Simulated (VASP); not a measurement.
# CdS: single point with PBE

CdS:

```
CELL_PARAMETERS angstrom
4.26117 0.00000 0.00000
-2.13058 3.69028 0.00000
0.00000 0.00000 5.80417
ATOMIC_POSITIONS crystal
Cd 0.00000 0.00000 0.44269
S 0.66667 0.33333 0.43431
```

```json
{
 "Program": "VASP 6.6.1",
 "Task": "single point",
 "Functional": "PBE",
 "Potentials or basis": "VASP PAW PBE potentials, release 64 (Cd, S)",
 "Cutoff": "520 eV",
 "k mesh": "7 × 7 × 5",
 "Occupations": "gaussian, width 0.019 eV",
 "Spin": "no spin polarisation"
}
```

```
Pressure               : -0.1 GPa
Band gap on the k mesh : 1.47 eV
```

Forces on the atoms (eV/Å):
```
Cd   0.000  0.000 -0.002
S    0.000  0.000  0.002
```

Stress tensor (GPa, compression positive):
```
-0.09  0.00  0.00
 0.00 -0.09  0.00
 0.00  0.00 -0.01
```

Levels at points of the mesh, in eV from the valence-band top:
```tsv
k point	band 6	band 7	band 8	band 9	band 10	band 11	band 12	band 13
(0.00, 0.00, 0.00)	-6.93	-1.05	0.00	0.00	1.47	5.58	6.93	6.93
```

Run time: 45 s on 1 thread of Intel Xeon 8259CL, with other jobs on the host, peak memory 0.23 GiB.

Caveat: an odd mesh through Γ misses points on the zone boundary, where band edges can lie.
